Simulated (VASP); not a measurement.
A run of VASP 6.6.1 is set up as follows.

File INCAR:

```
SYSTEM = As
PREC = Accurate
ENCUT = 520
EDIFF = 1E-6
ISMEAR = -1
SIGMA = 0.05
LREAL = .FALSE.
LASPH = .TRUE.
NELM = 60
ALGO = Normal
ISIF = 2
LWAVE = .FALSE.
LCHARG = .FALSE.
GGA = PE
NBANDS = 12
```

KPOINTS

```
regular mesh
0
G
  7 7 9
  0 0 0
```

POSCAR

```
As
1.0
    4.5966419409      0.0000000000      0.0000000000
   -2.2983209705      3.9808102997      0.0000000000
    0.0000000000      0.0000000000      2.8525070370
As
2
Direct
    0.3333300000      0.6666700000      0.0000000000
    0.6666700000      0.3333300000      0.0000000000
```

Potentials or basis: VASP PAW PBE potentials, release 64 (As).

The run is started by

```sh
$ cat potpaw_PBE.64/As/POTCAR > POTCAR
$ mpirun -np 1 vasp_std > vasp.out
```

Problem. Predict the pressure.

Solution. -1.1 GPa.

Problem. Estimate the band gap on the k mesh.

Solution. Zero (band 5 reaches 5.60 eV, above the bottom of band 6 at 2.15 eV).

Stress tensor (GPa, compression positive):
```
-2.06  0.00  0.00
 0.00 -2.06  0.00
 0.00  0.00  0.86
```
